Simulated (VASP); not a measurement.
# Ru (P6_3/mmc) in VASP: a series of runs, part 2 of 2

VASP 6.6.1. The steps go on from the part before.

**3. Relaxation of cell and atoms, PBEsol**

This run uses another cell than the first one, of 13.57 Å³/atom.

INCAR reads:

```
PREC = Accurate
ENCUT = 600
EDIFF = 1E-7
ISMEAR = -1
SIGMA = 0.1
LREAL = F
LASPH = T
NELM = 80
ALGO = Normal
ISIF = 3
LWAVE = F
LCHARG = F
GGA = PS
IBRION = 2
NSW = 60
EDIFFG = -0.02
```

KPOINTS reads:

```
Automatic mesh
0
Gamma
  10 10 6
```

POSCAR reads:

```
Ru
1.0
    2.7058000000      0.0000000000      0.0000000000
   -1.3529000000      2.3432915400      0.0000000000
    0.0000000000      0.0000000000      4.2819000000
Ru
2
Direct
    0.3333333333      0.6666666667      0.2500000000
    0.6666666667      0.3333333333      0.7500000000
```

Potentials or basis: VASP PAW PBE potentials, release 64 (Ru_pv).

Launch:

```sh
> cat potpaw_PBE.64/Ru_pv/POTCAR > POTCAR
> mpirun -np 1 vasp_std > vasp.out
```

OUTCAR:

```text
PREC = Accurate
   ENCUT = 600
   EDIFF = 1E-7
   ISMEAR = -1
   LREAL = F
   LASPH = T
   NELM = 80
   ISIF = 3
   GGA = PS
   IBRION = 2
   NSW = 60
   EDIFFG = -0.02

 ion  position               nearest neighbor table
   1  0.333  0.667  0.250-   2 2.65   2 2.65   2 2.65   2 2.65   2 2.65   2 2.65
   2  0.667  0.333  0.750-   1 2.65   1 2.65   1 2.65   1 2.65   1 2.65   1 2.65

  LATTYP: Found a hexagonal cell.
 ALAT       =     2.7058000000
 C/A-ratio  =     1.5824894671

  Lattice vectors:

 A1 = (   2.7058000000,   0.0000000000,   0.0000000000)
 A2 = (  -1.3529000000,   2.3432915400,   0.0000000000)
 A3 = (   0.0000000000,   0.0000000000,   4.2819000000)

Analysis of symmetry for initial positions (statically):
=====================================================================
 Subroutine PRICEL returns:
 Original cell was already a primitive cell.

 Routine SETGRP: Setting up the symmetry group for a
 hexagonal supercell.

 Subroutine GETGRP returns: Found 24 space group operations
 (whereof 12 operations were pure point group operations)
 out of a pool of 24 trial point group operations.

The static configuration has the point symmetry D_3d.
 The point group associated with its full space group is D_6h.

Analysis of symmetry for dynamics (positions and initial velocities):
=====================================================================
 Subroutine PRICEL returns:
 Original cell was already a primitive cell.

 Routine SETGRP: Setting up the symmetry group for a
 hexagonal supercell.

 Subroutine GETGRP returns: Found 24 space group operations
 (whereof 12 operations were pure point group operations)
 out of a pool of 24 trial point group operations.

The dynamic configuration has the point symmetry D_3d.
 The point group associated with its full space group is D_6h.

 Subroutine INISYM returns: Found 24 space group operations
 (whereof 12 operations are pure point group operations),
 and found     1 'primitive' translations

----------------------------------------------------------------------------------------

                                     Primitive cell

  volume of cell :      27.1493

  direct lattice vectors                    reciprocal lattice vectors
     2.705800000  0.000000000  0.000000000     0.369576465  0.213375072  0.000000000
    -1.352900000  2.343291540  0.000000000     0.000000000  0.426750143  0.000000000
     0.000000000  0.000000000  4.281900000     0.000000000  0.000000000  0.233541185

  length of vectors
     2.705800000  2.705800002  4.281900000     0.426750143  0.426750143  0.233541185

  position of ions in fractional coordinates (direct lattice)
     0.333333333  0.666666667  0.250000000
     0.666666667  0.333333333  0.750000000

  ion indices of the primitive-cell ions
   primitive index   ion index
                 1           1
                 2           2

----------------------------------------------------------------------------------------

 KPOINTS: Automatic mesh

Automatic generation of k-mesh.
 Grid dimensions read from file:
 generate k-points for:   10   10    6

 Generating k-lattice:

  Cartesian coordinates                     Fractional coordinates (reciprocal lattice)
     0.036957647  0.021337507  0.000000000     0.100000000  0.000000000  0.000000000
     0.000000000  0.042675014  0.000000000     0.000000000  0.100000000  0.000000000
     0.000000000  0.000000000  0.038923531     0.000000000  0.000000000  0.166666667

  Length of vectors
     0.042675014  0.042675014  0.038923531

  Shift w.r.t. Gamma in fractional coordinates (k-lattice)
     0.000000000  0.000000000  0.000000000

 Subroutine IBZKPT returns following result:
 ===========================================

 Found     56 irreducible k-points:

 Following reciprocal coordinates:
            Coordinates               Weight
  0.000000  0.000000  0.000000      1.000000
  0.100000 -0.000000  0.000000      6.000000
  0.200000 -0.000000  0.000000      6.000000
  0.300000 -0.000000  0.000000      6.000000
  0.400000 -0.000000  0.000000      6.000000
  0.500000  0.000000  0.000000      3.000000
[... 16 lines left out ...]
  0.300000  0.100000  0.166667     24.000000
  0.400000  0.100000  0.166667     24.000000
 [... further k-points ...]
   k-points           NKPTS =     56   k-points in BZ     NKDIM =     56   number of bands    NBANDS=     18
   number of dos      NEDOS =    301   number of ions     NIONS =      2
   total plane-waves  NPLWV =  20736
   dimension x,y,z NGX =    24 NGY =   24 NGZ =   36
   dimension x,y,z NGXF=    48 NGYF=   48 NGZF=   72
   ions per type =               2
   NGX,Y,Z   is equivalent  to a cutoff of  14.75, 14.75, 13.98 a.u.
   NGXF,Y,Z  is equivalent  to a cutoff of  29.49, 29.49, 27.95 a.u.
 SYSTEM =  unknown system
   PREC   = accura    normal or accurate (medium, high low for compatibility)
   ISTART =      0    job   : 0-new  1-cont  2-samecut
   ICHARG =      2    charge: 1-file 2-atom 10-const
   ISPIN  =      1    spin polarized calculation?
   LNONCOLLINEAR =      F non collinear calculations
   LSORBIT =      F    spin-orbit coupling
   LASPH  =      T    aspherical Exc in radial PAW
   ENCUT  =  600.0 eV  44.10 Ry    6.64 a.u.   5.40  5.40  8.55*2*pi/ulx,y,z
   NELM   =     80;   NELMIN=  2; NELMDL= -5     # of ELM steps
   EDIFF  = 0.1E-06   stopping-criterion for ELM
   LREAL  =      F    real-space projection
   EDIFFG = -.2E-01   stopping-criterion for IOM
   NSW    =     60    number of steps for IOM
   IBRION =      2    ionic relax: 0-MD 1-quasi-New 2-CG
   NFREE  =      1    steps in history (QN), initial steepest desc. (CG)
   ISIF   =      3    stress and relaxation
   ISYM   =      2    0-nonsym 1-usesym 2-fastsym
   POTIM  = 0.5000    time-step for ionic-motion
   TEBEG  =    0.0;   TEEND  =   0.0 temperature during run
   PSTRESS=    0.0 pullay stress
   NELECT =      28.0000    total number of electrons
   NUPDOWN=      -1.0000    fix difference up-down
   EMIN   =  10.00;   EMAX   =-10.00  energy-range for DOS
   EFERMI =   0.00;   METHOD = LEGACY
   ISMEAR =    -1;   SIGMA  =   0.10  broadening in eV -4-tet -1-fermi 0-gaus
   EFERMI_NEDOS =   21; number of points for ismear=-14 and -15
   IALGO  =     38    algorithm
   IMIX   =      4    mixing-type and parameters
     AMIX     =   0.40;   BMIX     =  1.00
     AMIX_MAG =   1.60;   BMIX_MAG =  1.00
  volume/ion in A,a.u.               =      13.57        91.61
  Fermi-wavevector in a.u.,A,eV,Ry     =   1.654022  3.125649 37.222674  2.735789
  Thomas-Fermi vector in A             =   2.742361
   LORBIT       =      0    0 simple, 1 ext, 2 COOP (PROOUT), +10 PAW based schemes
   GGA     = PS    functional components
   LHFCALC =     F    Hartree Fock is set to
   AEXX    =    0.0000 exact exchange contribution
   IVDW    =     0    specifies the selected vdW correction
   LEPSILON=     F    determine dielectric tensor
   LRPA    =     F    only Hartree local field effects (RPA)
 conjugate gradient relaxation of ions
 non-spin polarized calculation
  energy-cutoff  :      600.00
  volume of cell :       27.15
 maximum number of plane-waves:       935
 NGX is ok and might be reduce to    24
   NGX = 11   NGY = 11   NGZ = 17

--------------------------------------- Ionic step        1  -------------------------------------------

 number of electron      28.0000002 magnetization

 Free energy of the ion-electron system (eV)
  ---------------------------------------------------
  ext. energy  EPLUGINS =         0.00000000
  ---------------------------------------------------
  free energy    TOTEN  =       -20.34276521 eV

  energy without entropy =      -20.27974814  energy(sigma->0) =      -20.31125667

------------------------ aborting loop because EDIFF is reached ----------------------------------------

  FORCE on cell =-STRESS in cart. coord.  units (eV):
  Direction    XX          YY          ZZ          XY          YZ          ZX
  --------------------------------------------------------------------------------------
  -------------------------------------------------------------------------------------
  Total       -0.8168183     -0.8168183     -1.4422386     -0.0000000      0.0000000     -0.0000000
  in kB      -48.2033802    -48.2033803    -85.1116772     -0.0000000      0.0000000     -0.0000000
  external PRESSURE =     -60.5061459 kB  Pullay stress =       0.0000000 kB
[... 167 lines left out ...]
--------------------------------------- Ionic step        6  -------------------------------------------

 number of electron      27.9999996 magnetization

 Free energy of the ion-electron system (eV)
  ---------------------------------------------------
  ext. energy  EPLUGINS =         0.00000000
  ---------------------------------------------------
  free energy    TOTEN  =       -20.35355367 eV

  energy without entropy =      -20.29393540  energy(sigma->0) =      -20.32374454

 E-fermi :  13.0384     XC(G=0): -14.3924

 val. band max:       12.8931051581   @ k =   0.1000  -0.0000   0.3333
 cond. band min:      13.0475545527   @ k =   0.1000   0.1000   0.3333
 fundamental gap:      0.1544493947
 Fermi energy:        13.0384293846

 k-point     1 :       0.0000    0.0000    0.0000
  band No.  band energies     occupation
      1     -30.6535      2.00000
      2     -29.6535      2.00000
      3     -29.6535      2.00000
      4     -29.4658      2.00000
      5     -29.4658      2.00000
      6     -29.4150      2.00000
[... 481 lines left out ...]
      5     -29.7151      2.00000
      6     -29.6365      2.00000
[... 10 lines left out ...]
     17      16.7130      0.00000
     18      19.8381      0.00000

 [... further k-points ...]
[... 5 lines left out ...]
  --------------------------------------------------------------------------------------
  -------------------------------------------------------------------------------------
  Total        0.0002321      0.0002321     -0.0013651      0.0000000      0.0000000     -0.0000000
  in kB        0.0139433      0.0139433     -0.0820138      0.0000000      0.0000000     -0.0000000
  external PRESSURE =      -0.0180424 kB  Pullay stress =       0.0000000 kB
[... 17 lines left out ...]
  FREE ENERGIE OF THE ION-ELECTRON SYSTEM (eV)
  ---------------------------------------------------
  free  energy   TOTEN  =       -20.3535536708 eV

  energy  without entropy=      -20.2939353997  energy(sigma->0) =      -20.32374454

 reached required accuracy - stopping structural energy minimisation
```

Run time: 3.3 min. Hardware: 1 thread of AMD EPYC 7R43 (Zen 3), shared host; peak memory 0.13 GiB.

What came out:

```yaml
Free_energy: -20.3536 eV
Relaxed_volume: 13.33 Å³/atom
Relaxed_cell: a = 2.696 Å, b = 2.696 Å, c = 4.236 Å, α = 90.00°, β = 90.00°, γ = 120.00°
Space_group_after_relaxing_to_0.1_Å: P6_3/mmc (No. 194)
Energy_gained_by_relaxing: 5.4 meV/atom
Ionic_steps: 6
Pressure_after_relaxing: 0.0 GPa
Band_gap_on_the_k_mesh: zero (bands 14 and 15 overlap by 3.32 eV)
```

The path:
```tsv
step	energy change (eV)	largest force (eV/Å)	pressure (GPa)	volume (Å³)
1	0.0000	0.0000	-6.05	27.15
2	0.0932	0.0000	23.11	25.18
3	-0.0105	0.0000	0.05	26.66
4	-0.0105	0.0000	0.22	26.65
5	-0.0106	0.0000	-0.15	26.68
6	-0.0108	0.0000	0.00	26.67
```

Final structure:
```xyz
2
Lattice="2.6961 0.0000 0.0000 -1.3480 2.3349 0.0000 0.0000 0.0000 4.2363" Properties=species:S:1:pos:R:3 pbc="T T T"
Ru    0.0000    1.5566    1.0591
Ru    1.3480    0.7783    3.1772
```

Levels at points of the mesh, in eV from the Fermi level:
| k point | band 11 | band 12 | band 13 | band 14 | band 15 | band 16 | band 17 | band 18 |
| --- | --- | --- | --- | --- | --- | --- | --- | --- |
| (0.00, 0.00, 0.00) | -2.44 | -1.97 | -1.97 | -1.49 | -1.49 | 1.22 | 1.22 | 1.34 |
| (0.50, 0.00, 0.00) | -2.10 | -1.89 | -1.54 | 1.43 | 1.88 | 2.02 | 4.13 | 6.20 |
| (0.00, 0.00, 0.50) | -2.88 | -2.88 | -2.77 | -2.77 | 0.57 | 0.57 | 0.57 | 0.57 |
| (0.50, 0.00, 0.50) | -1.12 | -1.12 | 0.43 | 0.43 | 1.71 | 1.71 | 3.42 | 3.42 |

Caveat: the PAW data sets were made with another functional, which shifts forces and pressure a little.

The gap in the log of VASP goes by the Fermi energy; the results here count the filled bands.